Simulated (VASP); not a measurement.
# Pb (P-1) in VASP: single point with PBE

Aim: the single point of Pb with PBE.

Program: VASP 6.6.1. These are calculated values, not measurements. Logs are shortened: lines on timing, memory, paths and dates and some standing lists are left out, and cuts for length are marked.

## 1. The cell of the first run

The typed cell holds 1 atom: a = 3.476 Å, b = 3.523 Å, c = 3.499 Å, α = 59.64°, β = 59.57°, γ = 60.06°.

## 2. Single point, PBE

Contents of INCAR:

```
SYSTEM = Pb
  PREC = Accurate
  ENCUT = 520
  EDIFF = 1E-6
  ISMEAR = -1
  SIGMA = 0.05
  LREAL = .FALSE.
  LASPH = .TRUE.
  NELM = 80
  ALGO = Fast
  ISIF = 2
  LWAVE = .FALSE.
  LCHARG = .FALSE.
  GGA = PE
  NBANDS = 13
```

Contents of KPOINTS:

```
Automatic mesh
0
G
  9 9 9
  0 0 0
```

Contents of POSCAR:

```
Pb
1.0
    0.0193336300      2.4628699300      2.4528113600
    2.5028571400     -0.0067465600      2.4788915500
    2.4813249000      2.4674178800      0.0147856800
Pb
1
Direct
    0.0000000000      0.0000000000      0.0000000000
```

Potentials or basis: VASP PAW PBE potentials, release 64 (Pb_d).

Launch:

```console
$ cat potpaw_PBE.64/Pb_d/POTCAR > POTCAR
$ mpirun -np 1 vasp_std > vasp.out
```

OUTCAR:

```text
SYSTEM = Pb
   PREC = Accurate
   ENCUT = 520
   EDIFF = 1E-6
   ISMEAR = -1
   LREAL = .FALSE.
   LASPH = .TRUE.
   NELM = 80
   ISIF = 2
   GGA = PE

 ion  position               nearest neighbor table
   1  0.000  0.000  0.000-

  LATTYP: Found a triclinic cell.
 ALAT       =     6.0759608958
 B/A-ratio  =     0.5747170059
 C/A-ratio  =     0.5720860747
 COS(alpha) =     0.0040486270
 COS(beta)  =     0.2850159522
 COS(gamma) =     0.8682541366

  Lattice vectors:

 A1 = (   2.5050557500,  -4.9437809300,   2.4901860600)
 A2 = (   0.0215322400,  -2.4741644400,   2.4641058700)
 A3 = (  -0.0193336300,  -2.4628699300,  -2.4528113600)

Analysis of symmetry for initial positions (statically):
=====================================================================
 Subroutine PRICEL returns:
 Original cell was already a primitive cell.

 Routine SETGRP: Setting up the symmetry group for a
 triclinic supercell.

 Subroutine GETGRP returns: Found  2 space group operations
 (whereof  2 operations were pure point group operations)
 out of a pool of  2 trial point group operations.

The static configuration has the point symmetry S_2 .

Analysis of symmetry for dynamics (positions and initial velocities):
=====================================================================
 Subroutine PRICEL returns:
 Original cell was already a primitive cell.

 Routine SETGRP: Setting up the symmetry group for a
 triclinic supercell.

 Subroutine GETGRP returns: Found  2 space group operations
 (whereof  2 operations were pure point group operations)
 out of a pool of  2 trial point group operations.

The dynamic configuration has the point symmetry S_2 .

 Subroutine INISYM returns: Found  2 space group operations
 (whereof  2 operations are pure point group operations),
 and found     1 'primitive' translations

----------------------------------------------------------------------------------------

                                     Primitive cell

  volume of cell :      30.1282

  direct lattice vectors                    reciprocal lattice vectors
     0.019333630  2.462869930  2.452811360    -0.203017904  0.202930537  0.205532950
     2.502857140 -0.006746560  2.478891550     0.199670019 -0.202001412  0.201255941
     2.481324900  2.467417880  0.014785680     0.203189651  0.202173159 -0.204603826

  length of vectors
     3.475972619  3.522675503  3.499334633     0.353045133  0.348104354  0.352168633

  position of ions in fractional coordinates (direct lattice)
     0.000000000  0.000000000  0.000000000

  ion indices of the primitive-cell ions
   primitive index   ion index
                 1           1

----------------------------------------------------------------------------------------

 KPOINTS: Automatic mesh

Automatic generation of k-mesh.
 Grid dimensions read from file:
 generate k-points for:    9    9    9

 Generating k-lattice:

  Cartesian coordinates                     Fractional coordinates (reciprocal lattice)
    -0.022557545  0.022547837  0.022836994     0.111111111  0.000000000 -0.000000000
     0.022185558 -0.022444601  0.022361771    -0.000000000  0.111111111 -0.000000000
     0.022576628  0.022463684 -0.022733758     0.000000000 -0.000000000  0.111111111

  Length of vectors
     0.039227237  0.038678262  0.039129848

  Shift w.r.t. Gamma in fractional coordinates (k-lattice)
     0.000000000  0.000000000  0.000000000

 Subroutine IBZKPT returns following result:
 ===========================================

 Found    365 irreducible k-points:

 Following reciprocal coordinates:
            Coordinates               Weight
  0.000000  0.000000  0.000000      1.000000
  0.111111  0.000000  0.000000      2.000000
  0.222222 -0.000000 -0.000000      2.000000
  0.333333 -0.000000 -0.000000      2.000000
  0.444444 -0.000000 -0.000000      2.000000
  0.000000  0.111111 -0.000000      2.000000
[... 16 lines left out ...]
 -0.111111  0.222222 -0.000000      2.000000
  0.000000  0.333333 -0.000000      2.000000
 [... further k-points ...]
   k-points           NKPTS =    365   k-points in BZ     NKDIM =    365   number of bands    NBANDS=     13
   number of dos      NEDOS =    301   number of ions     NIONS =      1
   total plane-waves  NPLWV =  21952
   dimension x,y,z NGX =    28 NGY =   28 NGZ =   28
   dimension x,y,z NGXF=    56 NGYF=   56 NGZF=   56
   ions per type =               1
   NGX,Y,Z   is equivalent  to a cutoff of  13.39, 13.21, 13.30 a.u.
   NGXF,Y,Z  is equivalent  to a cutoff of  26.78, 26.43, 26.60 a.u.
 SYSTEM =  Pb
   PREC   = accura    normal or accurate (medium, high low for compatibility)
   ISTART =      0    job   : 0-new  1-cont  2-samecut
   ICHARG =      2    charge: 1-file 2-atom 10-const
   ISPIN  =      1    spin polarized calculation?
   LNONCOLLINEAR =      F non collinear calculations
   LSORBIT =      F    spin-orbit coupling
   LASPH  =      T    aspherical Exc in radial PAW
   ENCUT  =  520.0 eV  38.22 Ry    6.18 a.u.   6.46  6.55  6.51*2*pi/ulx,y,z
   NELM   =     80;   NELMIN=  2; NELMDL= -5     # of ELM steps
   EDIFF  = 0.1E-05   stopping-criterion for ELM
   LREAL  =      F    real-space projection
   EDIFFG = 0.1E-04   stopping-criterion for IOM
   NSW    =      0    number of steps for IOM
   IBRION =     -1    ionic relax: 0-MD 1-quasi-New 2-CG
   NFREE  =      0    steps in history (QN), initial steepest desc. (CG)
   ISIF   =      2    stress and relaxation
   ISYM   =      2    0-nonsym 1-usesym 2-fastsym
   POTIM  = 0.5000    time-step for ionic-motion
   TEBEG  =    0.0;   TEEND  =   0.0 temperature during run
   PSTRESS=    0.0 pullay stress
   NELECT =      14.0000    total number of electrons
   NUPDOWN=      -1.0000    fix difference up-down
   EMIN   =  10.00;   EMAX   =-10.00  energy-range for DOS
   EFERMI =   0.00;   METHOD = LEGACY
   ISMEAR =    -1;   SIGMA  =   0.05  broadening in eV -4-tet -1-fermi 0-gaus
   EFERMI_NEDOS =   21; number of points for ismear=-14 and -15
   IALGO  =     68    algorithm
   IMIX   =      4    mixing-type and parameters
     AMIX     =   0.40;   BMIX     =  1.00
     AMIX_MAG =   1.60;   BMIX_MAG =  1.00
  volume/ion in A,a.u.               =      30.13       203.32
  Fermi-wavevector in a.u.,A,eV,Ry     =   1.268021  2.396213 21.876505  1.607878
  Thomas-Fermi vector in A             =   2.401138
   LORBIT       =      0    0 simple, 1 ext, 2 COOP (PROOUT), +10 PAW based schemes
   GGA     = PE    functional components
   LHFCALC =     F    Hartree Fock is set to
   AEXX    =    0.0000 exact exchange contribution
   IVDW    =     0    specifies the selected vdW correction
   LEPSILON=     F    determine dielectric tensor
   LRPA    =     F    only Hartree local field effects (RPA)
 non-spin polarized calculation
 RMM-DIIS sequential band-by-band and
  energy-cutoff  :      520.00
  volume of cell :       30.13
 maximum number of plane-waves:       849
 NGX is ok and might be reduce to    28
   NGX = 13   NGY = 13   NGZ = 13

 number of electron      13.9999999 magnetization

 Free energy of the ion-electron system (eV)
  ---------------------------------------------------
  ext. energy  EPLUGINS =         0.00000000
  ---------------------------------------------------
  free energy    TOTEN  =        -3.56623899 eV

  energy without entropy =       -3.56312145  energy(sigma->0) =       -3.56468022

 E-fermi :   7.2145     XC(G=0): -10.2166

 val. band max:        7.2125086218   @ k =  -0.4444   0.2222   0.3333
 cond. band min:       7.2369555530   @ k =   0.3333  -0.2222   0.1111
 fundamental gap:      0.0244469312
 Fermi energy:         7.2144944358

 k-point     1 :       0.0000    0.0000    0.0000
  band No.  band energies     occupation
      1      -9.7389      2.00000
      2      -9.7281      2.00000
      3      -9.7161      2.00000
      4      -9.5881      2.00000
      5      -9.5799      2.00000
      6      -4.4457      2.00000
      7      14.6232      0.00000
      8      14.8157      0.00000
      9      15.0147      0.00000
     10      17.1407      0.00000
     11      18.7263      0.00000
     12      19.6877      0.00000
     13      19.9370      0.00000

 k-point     2 :       0.1111    0.0000    0.0000
  band No.  band energies     occupation
      1      -9.7258      2.00000
      2      -9.7152      2.00000
      3      -9.7056      2.00000
      4      -9.5890      2.00000
      5      -9.5818      2.00000
      6      -4.2024      2.00000
      7      12.6028      0.00000
      8      14.3520      0.00000
      9      14.5482      0.00000
     10      16.6891      0.00000
     11      19.6060      0.00000
     12      20.2154      0.00000
     13      20.4874      0.00000

 k-point     3 :       0.2222   -0.0000   -0.0000
  band No.  band energies     occupation
      1      -9.7288      2.00000
      2      -9.6964      2.00000
      3      -9.6813      2.00000
      4      -9.5656      2.00000
      5      -9.5626      2.00000
      6      -3.4731      2.00000
      7       9.0816      0.00000
      8      13.7616      0.00000
      9      13.9063      0.00000
     10      16.3226      0.00000
     11      19.1790      0.00000
     12      19.8722      0.00000
     13      20.0389      0.00000
[... 305 lines left out ...]
 k-point    23 :      -0.1111    0.2222   -0.0000
  band No.  band energies     occupation
      1      -9.7342      2.00000
      2      -9.6844      2.00000
      3      -9.6743      2.00000
      4      -9.5823      2.00000
      5      -9.5160      2.00000
      6      -2.9614      2.00000
      7       7.8558      0.00001
      8      11.3956      0.00000
      9      14.3198      0.00000
     10      17.2841      0.00000
     11      17.9642      0.00000
     12      19.3211      0.00000
     13      20.7311      0.00000

 k-point    24 :       0.0000    0.3333   -0.0000
  band No.  band energies     occupation
      1      -9.7494      2.00000
      2      -9.7107      2.00000
      3      -9.6929      2.00000
      4      -9.5047      2.00000
      5      -9.4985      2.00000
      6      -2.3801      2.00000
      7       5.7238      2.00000
      8      13.3959      0.00000
      9      13.5482      0.00000
     10      16.4252      0.00000
     11      18.0208      0.00000
     12      19.1014      0.00000
     13      19.3233      0.00000

 [... further k-points ...]

------------------------ aborting loop because EDIFF is reached ----------------------------------------

  FORCE on cell =-STRESS in cart. coord.  units (eV):
  Direction    XX          YY          ZZ          XY          YZ          ZX
  --------------------------------------------------------------------------------------
  -------------------------------------------------------------------------------------
  Total        0.4644272      0.4915228      0.5052211      0.0085146      0.0307796     -0.1111611
  in kB       24.6976276     26.1385377     26.8669964      0.4527939      1.6368170     -5.9114007
  external PRESSURE =      25.9010539 kB  Pullay stress =       0.0000000 kB

 VOLUME and BASIS-vectors are now :
 -----------------------------------------------------------------------------
  energy-cutoff  :      520.00
  volume of cell :       30.13
      direct lattice vectors                 reciprocal lattice vectors
     0.019333630  2.462869930  2.452811360    -0.203017904  0.202930537  0.205532950
     2.502857140 -0.006746560  2.478891550     0.199670019 -0.202001412  0.201255941
     2.481324900  2.467417880  0.014785680     0.203189651  0.202173159 -0.204603826

 POSITION                                       TOTAL-FORCE (eV/Angst)
 -----------------------------------------------------------------------------------
      0.00000      0.00000      0.00000         0.000000      0.000000     -0.000000
 -----------------------------------------------------------------------------------
    total drift:                               -0.000000     -0.000000     -0.000000

  FREE ENERGIE OF THE ION-ELECTRON SYSTEM (eV)
  ---------------------------------------------------
  free  energy   TOTEN  =        -3.5662389899 eV

  energy  without entropy=       -3.5631214467  energy(sigma->0) =       -3.56468022
```

Run time: 80 s. Hardware: 1 thread of AMD EPYC 9R45 (Zen 5), shared host; peak memory 0.23 GiB.

Results:

```yaml
Free_energy: -3.5662 eV
Pressure: 2.6 GPa
Band_gap_on_the_k_mesh: zero (bands 7 and 8 overlap by 8.87 eV)
```

Stress tensor (GPa, compression positive):
```
 2.47  0.05 -0.59
 0.05  2.61  0.16
-0.59  0.16  2.69
```

Caveat: spin-orbit coupling is left out, which moves the levels of the heavy elements.

The gap in the log of VASP goes by the Fermi energy; the results here count the filled bands.